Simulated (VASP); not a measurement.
# Cu (Fm-3m) in VASP: a series of runs

Runs on Cu. Level: PBEsol. Tasks: electric field gradients.

All numbers are computed with VASP 6.6.1; they aren't measurements. Logs are shortened: lines on timing, memory, paths and dates and some standing lists are left out, and cuts for length are marked.

### Step 1. The cell of the first run

Symmetry: Fm-3m, No. 225, cubic system. Conventional cell: a = 3.591 Å, b = 3.591 Å, c = 3.591 Å, α = 90.00°, β = 90.00°, γ = 90.00°. Cu (site symmetry m-3m) has 12 Cu at 2.54 Å within 3.4 Å.

### Step 2. Electric field gradients, PBEsol (volume scaled by 0.98)

The input, INCAR:

```
SYSTEM = Cu
ALGO     = Normal         ! electronic algorithm
EDIFF    = 1E-8           ! SCF threshold, eV
ENCUT    = 520            ! plane-wave cutoff, eV
GGA      = PS             ! functional
ISIF     = 2              ! what is computed and relaxed
ISMEAR   = -1             ! smearing method
LASPH    = .TRUE.         ! aspherical terms in the spheres
LCHARG   = .FALSE.        ! write CHGCAR
LEFG     = .TRUE.       
LREAL    = .FALSE.        ! projectors in reciprocal space
LWAVE    = .FALSE.        ! write WAVECAR
NBANDS   = 12             ! bands
NELM     = 80             ! most SCF steps
PREC     = Accurate       ! precision mode
SIGMA    = 0.03           ! smearing width, eV
```

The input, KPOINTS:

```
k-points
0
G
  17 17 17
  0 0 0
```

The input, POSCAR:

```
Cu
1.0
    0.0000000000      1.7953687620      1.7953687620
    1.7953687620      0.0000000000      1.7953687620
    1.7953687620      1.7953687620      0.0000000000
Cu
1
Direct
    0.0000000000      0.0000000000      0.0000000000
```

Potentials or basis: VASP PAW PBE potentials, release 64 (Cu).

Launch:

```
> cat potpaw_PBE.64/Cu/POTCAR > POTCAR
> mpirun -np 1 vasp_std > vasp.out
```

OUTCAR:

```text
SYSTEM = Cu
   EDIFF = 1E-8
   ENCUT = 520
   GGA = PS
   ISIF = 2
   ISMEAR = -1
   LASPH = .TRUE.
   LREAL = .FALSE.
   NELM = 80
   PREC = Accurate

 ion  position               nearest neighbor table
   1  0.000  0.000  0.000-

  LATTYP: Found a face centered cubic cell.
 ALAT       =     3.5907375240

  Lattice vectors:

 A1 = (   0.0000000000,   1.7953687620,   1.7953687620)
 A2 = (   1.7953687620,   0.0000000000,   1.7953687620)
 A3 = (   1.7953687620,   1.7953687620,   0.0000000000)

Analysis of symmetry for initial positions (statically):
=====================================================================
 Subroutine PRICEL returns:
 Original cell was already a primitive cell.

 Routine SETGRP: Setting up the symmetry group for a
 face centered cubic supercell.

 Subroutine GETGRP returns: Found 48 space group operations
 (whereof 48 operations were pure point group operations)
 out of a pool of 48 trial point group operations.

The static configuration has the point symmetry O_h .

Analysis of symmetry for dynamics (positions and initial velocities):
=====================================================================
 Subroutine PRICEL returns:
 Original cell was already a primitive cell.

 Routine SETGRP: Setting up the symmetry group for a
 face centered cubic supercell.

 Subroutine GETGRP returns: Found 48 space group operations
 (whereof 48 operations were pure point group operations)
 out of a pool of 48 trial point group operations.

The dynamic configuration has the point symmetry O_h .

 Subroutine INISYM returns: Found 48 space group operations
 (whereof 48 operations are pure point group operations),
 and found     1 'primitive' translations

----------------------------------------------------------------------------------------

                                     Primitive cell

  volume of cell :      11.5742

  direct lattice vectors                    reciprocal lattice vectors
     0.000000000  1.795368762  1.795368762    -0.278494319  0.278494319  0.278494319
     1.795368762  0.000000000  1.795368762     0.278494319 -0.278494319  0.278494319
     1.795368762  1.795368762  0.000000000     0.278494319  0.278494319 -0.278494319

  length of vectors
     2.539034853  2.539034853  2.539034853     0.482366309  0.482366309  0.482366309

  position of ions in fractional coordinates (direct lattice)
     0.000000000  0.000000000  0.000000000

  ion indices of the primitive-cell ions
   primitive index   ion index
                 1           1

----------------------------------------------------------------------------------------

 KPOINTS: k-points

Automatic generation of k-mesh.
 Grid dimensions read from file:
 generate k-points for:   17   17   17

 Generating k-lattice:

  Cartesian coordinates                     Fractional coordinates (reciprocal lattice)
    -0.016382019  0.016382019  0.016382019     0.058823529  0.000000000  0.000000000
     0.016382019 -0.016382019  0.016382019     0.000000000  0.058823529  0.000000000
     0.016382019  0.016382019 -0.016382019     0.000000000  0.000000000  0.058823529

  Length of vectors
     0.028374489  0.028374489  0.028374489

  Shift w.r.t. Gamma in fractional coordinates (k-lattice)
     0.000000000  0.000000000  0.000000000

 Subroutine IBZKPT returns following result:
 ===========================================

 Found    165 irreducible k-points:

 Following reciprocal coordinates:
            Coordinates               Weight
  0.000000  0.000000  0.000000      1.000000
  0.058824  0.000000  0.000000      8.000000
  0.117647  0.000000  0.000000      8.000000
  0.176471  0.000000  0.000000      8.000000
  0.235294  0.000000  0.000000      8.000000
  0.294118  0.000000  0.000000      8.000000
[... 16 lines left out ...]
 -0.176471  0.058824  0.000000     24.000000
 -0.117647  0.058824  0.000000     24.000000
 [... further k-points ...]
   k-points           NKPTS =    165   k-points in BZ     NKDIM =    165   number of bands    NBANDS=     12
   number of dos      NEDOS =    301   number of ions     NIONS =      1
   total plane-waves  NPLWV =   8000
   dimension x,y,z NGX =    20 NGY =   20 NGZ =   20
   dimension x,y,z NGXF=    40 NGYF=   40 NGZF=   40
   ions per type =               1
   NGX,Y,Z   is equivalent  to a cutoff of  13.10, 13.10, 13.10 a.u.
   NGXF,Y,Z  is equivalent  to a cutoff of  26.19, 26.19, 26.19 a.u.
 SYSTEM =  Cu
   PREC   = accura    normal or accurate (medium, high low for compatibility)
   ISTART =      0    job   : 0-new  1-cont  2-samecut
   ICHARG =      2    charge: 1-file 2-atom 10-const
   ISPIN  =      1    spin polarized calculation?
   LNONCOLLINEAR =      F non collinear calculations
   LSORBIT =      F    spin-orbit coupling
   LASPH  =      T    aspherical Exc in radial PAW
   ENCUT  =  520.0 eV  38.22 Ry    6.18 a.u.   4.72  4.72  4.72*2*pi/ulx,y,z
   NELM   =     80;   NELMIN=  2; NELMDL= -5     # of ELM steps
   EDIFF  = 0.1E-07   stopping-criterion for ELM
   LREAL  =      F    real-space projection
   EDIFFG = 0.1E-06   stopping-criterion for IOM
   NSW    =      0    number of steps for IOM
   IBRION =     -1    ionic relax: 0-MD 1-quasi-New 2-CG
   NFREE  =      0    steps in history (QN), initial steepest desc. (CG)
   ISIF   =      2    stress and relaxation
   ISYM   =      2    0-nonsym 1-usesym 2-fastsym
   POTIM  = 0.5000    time-step for ionic-motion
   TEBEG  =    0.0;   TEEND  =   0.0 temperature during run
   PSTRESS=    0.0 pullay stress
   NELECT =      11.0000    total number of electrons
   NUPDOWN=      -1.0000    fix difference up-down
   EMIN   =  10.00;   EMAX   =-10.00  energy-range for DOS
   EFERMI =   0.00;   METHOD = LEGACY
   ISMEAR =    -1;   SIGMA  =   0.03  broadening in eV -4-tet -1-fermi 0-gaus
   EFERMI_NEDOS =   21; number of points for ismear=-14 and -15
   IALGO  =     38    algorithm
   IMIX   =      4    mixing-type and parameters
     AMIX     =   0.40;   BMIX     =  1.00
     AMIX_MAG =   1.60;   BMIX_MAG =  1.00
  volume/ion in A,a.u.               =      11.57        78.11
  Fermi-wavevector in a.u.,A,eV,Ry     =   1.609566  3.041638 35.248641  2.590702
  Thomas-Fermi vector in A             =   2.705255
   LORBIT       =      0    0 simple, 1 ext, 2 COOP (PROOUT), +10 PAW based schemes
   GGA     = PS    functional components
   LHFCALC =     F    Hartree Fock is set to
   AEXX    =    0.0000 exact exchange contribution
   IVDW    =     0    specifies the selected vdW correction
   LEPSILON=     F    determine dielectric tensor
   LRPA    =     F    only Hartree local field effects (RPA)
 non-spin polarized calculation
  energy-cutoff  :      520.00
  volume of cell :       11.57
 maximum number of plane-waves:       331
   NGX =  9   NGY =  9   NGZ =  9

 number of electron      11.0000008 magnetization

 Free energy of the ion-electron system (eV)
  ---------------------------------------------------
  ext. energy  EPLUGINS =         0.00000000
  ---------------------------------------------------
  free energy    TOTEN  =        -4.30617009 eV

  energy without entropy =       -4.30534156  energy(sigma->0) =       -4.30575583

 E-fermi :   7.7344     XC(G=0): -13.0272

 val. band max:        7.5890777862   @ k =   0.4706   0.1765   0.0000
 cond. band min:       7.7541387885   @ k =  -0.3529   0.1765   0.0000
 fundamental gap:      0.1650610023
 Fermi energy:         7.7344371001

 k-point     1 :       0.0000    0.0000    0.0000
  band No.  band energies     occupation
      1      -1.8923      2.00000
      2       4.5538      2.00000
      3       4.5538      2.00000
      4       4.5538      2.00000
      5       5.4117      2.00000
      6       5.4117      2.00000
      7      30.3970      0.00000
      8      33.1673      0.00000
      9      33.1673      0.00000
     10      33.1673      0.00000
     11      35.6600      0.00000
     12      35.6600      0.00000

 k-point     2 :       0.0588    0.0000    0.0000
  band No.  band energies     occupation
      1      -1.7643      2.00000
      2       4.5259      2.00000
      3       4.5785      2.00000
      4       4.5785      2.00000
      5       5.4019      2.00000
      6       5.4019      2.00000
      7      29.6732      0.00000
      8      31.6916      0.00000
      9      32.7602      0.00000
     10      32.7602      0.00000
     11      36.2455      0.00000
     12      36.2455      0.00000
[... 316 lines left out ...]
 k-point    24 :      -0.1176    0.0588    0.0000
  band No.  band energies     occupation
      1      -1.0954      2.00000
      2       4.3851      2.00000
      3       4.6886      2.00000
      4       4.6925      2.00000
      5       5.3015      2.00000
      6       5.4494      2.00000
      7      26.0794      0.00000
      8      28.6482      0.00000
      9      32.2529      0.00000
     10      33.6127      0.00000
     11      36.1374      0.00000
     12      36.6064      0.00000

 [... further k-points ...]
[... 5 lines left out ...]
  --------------------------------------------------------------------------------------
  -------------------------------------------------------------------------------------
  Total       -0.2265635     -0.2265635     -0.2265635      0.0000000      0.0000000     -0.0000000
  in kB      -31.3624203    -31.3624203    -31.3624203      0.0000000      0.0000000     -0.0000000
  external PRESSURE =     -31.3624203 kB  Pullay stress =       0.0000000 kB

 VOLUME and BASIS-vectors are now :
 -----------------------------------------------------------------------------
  energy-cutoff  :      520.00
  volume of cell :       11.57
      direct lattice vectors                 reciprocal lattice vectors
     0.000000000  1.795368762  1.795368762    -0.278494319  0.278494319  0.278494319
     1.795368762  0.000000000  1.795368762     0.278494319 -0.278494319  0.278494319
     1.795368762  1.795368762  0.000000000     0.278494319  0.278494319 -0.278494319

 POSITION                                       TOTAL-FORCE (eV/Angst)
 -----------------------------------------------------------------------------------
      0.00000      0.00000      0.00000         0.000000     -0.000000     -0.000000
 -----------------------------------------------------------------------------------
    total drift:                                0.000000      0.000000      0.000000

  FREE ENERGIE OF THE ION-ELECTRON SYSTEM (eV)
  ---------------------------------------------------
  free  energy   TOTEN  =        -4.3061700895 eV

  energy  without entropy=       -4.3053415645  energy(sigma->0) =       -4.30575583

 Electric field gradients (V/A^2)
---------------------------------------------------------------------
 ion       V_xx      V_yy      V_zz      V_xy      V_xz      V_yz
---------------------------------------------------------------------
   1       0.000     0.000    -0.000     0.002     0.002     0.002
---------------------------------------------------------------------

 Electric field gradients after diagonalization (V/A^2)
 (convention: |V_zz| > |V_xx| > |V_yy|)
----------------------------------------------------------------------
 ion       V_xx      V_yy      V_zz     asymmetry (V_yy - V_xx)/ V_zz
----------------------------------------------------------------------
   1      -0.002    -0.002     0.005       0.000
----------------------------------------------------------------------

           NMR quadrupolar parameters

 Cq : quadrupolar parameter    Cq=e*Q*V_zz/h
 eta: asymmetry parameters     (V_yy - V_xx)/ V_zz
 Q  : nuclear electric quadrupole moment in mb (millibarn)
----------------------------------------------------------------------
 ion       Cq(MHz)       eta       Q (mb)
----------------------------------------------------------------------
   1       0.000       0.000       1.000
----------------------------------------------------------------------
```

It took 62 s on 1 thread of Intel Xeon 8259CL, shared host; peak memory 0.14 GiB.

What came out:

```
Free energy : -4.3062 eV
Pressure    : -3.1 GPa
```

Caveat: without QUAD_EFG the Cq values of the log hold for a quadrupole moment of 1 mb, not for the nuclei; the PAW data sets were made with another functional, which shifts forces and pressure a little.

(Part 1 of 3 ends here.)
